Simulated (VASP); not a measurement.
A run of VASP 6.6.1:

Contents of INCAR:

```
SYSTEM = SnTe
PREC     = Accurate       ! precision mode
ENCUT    = 600            ! plane-wave cutoff, eV
EDIFF    = 1E-6           ! SCF threshold, eV
ISMEAR   = -1             ! smearing method
SIGMA    = 0.05           ! smearing width, eV
LREAL    = .FALSE.        ! projectors in reciprocal space
LASPH    = .TRUE.         ! aspherical terms in the spheres
NELM     = 100            ! most SCF steps
ALGO     = Normal         ! electronic algorithm
ISIF     = 3              ! what is computed and relaxed
LWAVE    = .FALSE.        ! write WAVECAR
LCHARG   = .FALSE.        ! write CHGCAR
GGA      = CA             ! functional
IBRION   = 2              ! ionic algorithm
NSW      = 80             ! ionic steps
EDIFFG   = -0.02          ! ionic threshold
PSTRESS  = 200.0
```

The input KPOINTS:

```
Automatic mesh
0
G
  6 6 6
  0 0 0
```

POSCAR

```
SnTe
1.0
    0.0000000000      3.6111460000      3.6111460000
    3.6111460000      0.0000000000      3.6111460000
    3.6111460000      3.6111460000      0.0000000000
Sn Te
1 1
Direct
    0.0000000000      0.0000000000      0.0000000000
    0.7500000000      0.7500000000      0.7500000000
```

Potentials or basis: VASP PAW LDA potentials, release 64 (Sn_d, Te).

Launch:

```sh
$ cat potpaw_LDA.64/Sn_d/POTCAR potpaw_LDA.64/Te/POTCAR > POTCAR
$ mpirun -np 1 vasp_std > vasp.out
```

Hardware: 1 thread of Intel(R) Xeon(R) 6975P-C (Granite Rapids), on a shared host.

Task: Estimate the wall time of this run.

Result: Run time: 56 s on 1 thread of Intel(R) Xeon(R) 6975P-C (Granite Rapids) (shared host), peak memory 0.25 GiB. Counts: scf iterations 53, k points 16, ion steps 5.
